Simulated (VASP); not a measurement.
## HfN: single point with r2SCAN

Crystal: HfN.

```
Hf N
1.0
     3.08142    0.00000    0.00000
    -1.54071    2.66858    0.00000
     0.00000    0.00000    5.49035
Hf N
2 2
Direct
  0.66667 0.33333 0.75000
  0.33333 0.66667 0.25000
  0.00000 0.00000 0.00000
  0.00000 0.00000 0.50000
```

This cell differs from its parent crystal: biaxial strain in the a-b plane: -2.0 %.

| Item | Value |
| --- | --- |
| Program | VASP 6.6.1 |
| Task | single point |
| Functional | r2SCAN |
| Potentials or basis | VASP PAW PBE potentials, release 64 (Hf_pv, N) |
| Cutoff | 520 eV |
| k mesh | 18 × 18 × 10 |
| Occupations | gaussian, width 0.1 eV |
| Spin | no spin polarisation |

The pressure is 5.7 GPa. The band gap on the k mesh is zero (band 15 reaches 9.96 eV, above the bottom of band 16 at 7.63 eV).

Stress tensor (GPa, compression positive):
```
10.58  0.00  0.00
 0.00 10.58  0.00
 0.00  0.00 -4.07
```

Levels at points of the mesh, in eV from the Fermi level:
```tsv
k point	band 11	band 12	band 13	band 14	band 15	band 16	band 17	band 18	band 19	band 20
(0.00, 0.00, 0.00)	-4.87	-3.77	-3.77	-2.19	-0.80	0.93	0.93	1.66	2.18	2.40
(0.50, 0.00, 0.00)	-6.10	-5.72	-3.42	-2.93	-2.86	2.34	3.09	4.86	5.18	5.79
(0.00, 0.00, 0.50)	-4.51	-4.51	-4.51	-4.51	1.88	1.88	3.07	3.07	3.07	3.07
(0.50, 0.00, 0.50)	-5.90	-5.90	-4.69	-4.69	-0.29	-0.29	5.34	5.34	5.39	5.39
```

Wall time 12 min on 1 thread of Intel(R) Xeon(R) Platinum 8488C (Sapphire Rapids), with other jobs on the host, peak memory 0.32 GiB.

Caveat: the cell differs from its parent crystal (biaxial strain in the a-b plane: -2.0 %); the PAW data sets were made with another functional, which shifts forces and pressure a little; spin-orbit coupling is left out, which moves the levels of the heavy elements.
